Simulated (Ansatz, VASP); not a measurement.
**Si3As2 in VASP and in Ansatz**

```
Si As
1.0
     3.38166    0.00000    0.00000
     0.00000    3.38166    0.00000
     0.00000    0.00000   14.66036
Si As
6 4
Direct
  0.50000 0.50000 0.09235
  0.50000 0.50000 0.29169
  0.50000 0.50000 0.50000
  0.50000 0.50000 0.70831
  0.50000 0.50000 0.90765
  0.00000 0.00000 0.00000
  0.00000 0.00000 0.19297
  0.00000 0.00000 0.40191
  0.00000 0.00000 0.59809
  0.00000 0.00000 0.80703
```

Change from the starting cell: species swapped into the Li3Ag2 type (P4/mmm, No. 123).

Alike in both runs: functional PBE; k mesh 5 × 5 × 1; occupations gaussian, width 0.2 eV; no spin polarisation.

Ansatz relaxed the structure, and its values are those at the end. VASP's run is a single point on that final structure, the one shown.

|  | VASP | Ansatz |
| --- | --- | --- |
| version | VASP 6.6.1 | Ansatz 0.2.0 |
| potentials or method | VASP PAW PBE potentials, release 64 (Si, As), cutoff 500 eV | scalar-relativistic, plane waves, PAW |
| valence electrons in the cell | 44 | 84 |

```csv
,VASP,Ansatz,Ansatz less VASP
gap on the k mesh at the Fermi level (eV),none,none,-
pressure (GPa),0.4,0.3,-0.08
rms of the force components (eV/Å),0.025,0.022,-0.0022
```

A gap of «none» marks a metal or a gap that the smearing closes. With one functional, cell and mesh, what is left measures potentials, basis and numerics. VASP's potentials hold 44 valence electrons a cell and Ansatz's 84, so a difference there can come from the potentials and not from the codes.

The k mesh is coarse, so the values compare programs but aren't converged.
